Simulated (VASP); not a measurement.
A run of VASP 6.6.1 is set up as follows.

File INCAR:

```
SYSTEM = La5Mg
ALGO = Normal
EDIFF = 1E-7
ENCUT = 520
ISIF = 2
ISMEAR = 1
LASPH = .True.
LCHARG = .False.
LREAL = .False.
LWAVE = .False.
NBANDS = 38
NELM = 100
PREC = Accurate
SIGMA = 0.05
```

The input KPOINTS:

```
k-points
0
Gamma
  4 4 4
  0 0 0
```

Contents of POSCAR:

```
La5Mg
1.0
    6.3440119266      0.0000000000      0.0000000000
   -3.1720054701      5.4940753405      0.0000000000
    0.0000000000      0.0000000000      5.7470889697
La Mg
5 1
Direct
    0.3333333333      0.6666666667      0.5000000000
    0.0000000000      0.6884840000      0.0000000000
    0.6884840000      0.0000000000      0.0000000000
    0.3115160000      0.3115160000      0.0000000000
    0.6666666667      0.3333333333      0.5000000000
    0.0000000000      0.0000000000      0.5000000000
```

Potentials or basis: VASP PAW LDA potentials, release 64 (La, Mg).

Run with:

```console
$ cat potpaw_LDA.64/La/POTCAR potpaw_LDA.64/Mg/POTCAR > POTCAR
$ mpirun -np 1 vasp_std > vasp.out
```

Q: What does it give for the pressure?

A: -2.5 GPa.

Q: Predict the largest force.

A: 0.066 eV/Å.

Q: What does it give for the band gap on the k mesh?

A: Zero (an odd number of electrons rules out a gap without spin polarisation).

Forces on the atoms (eV/Å):
```
La   0.000  0.000  0.000
La   0.033 -0.057  0.000
La  -0.066  0.000  0.000
La   0.033  0.057  0.000
La   0.000  0.000  0.000
Mg   0.000  0.000  0.000
```

Caveat: spin-orbit coupling is left out, which moves the levels of the heavy elements.
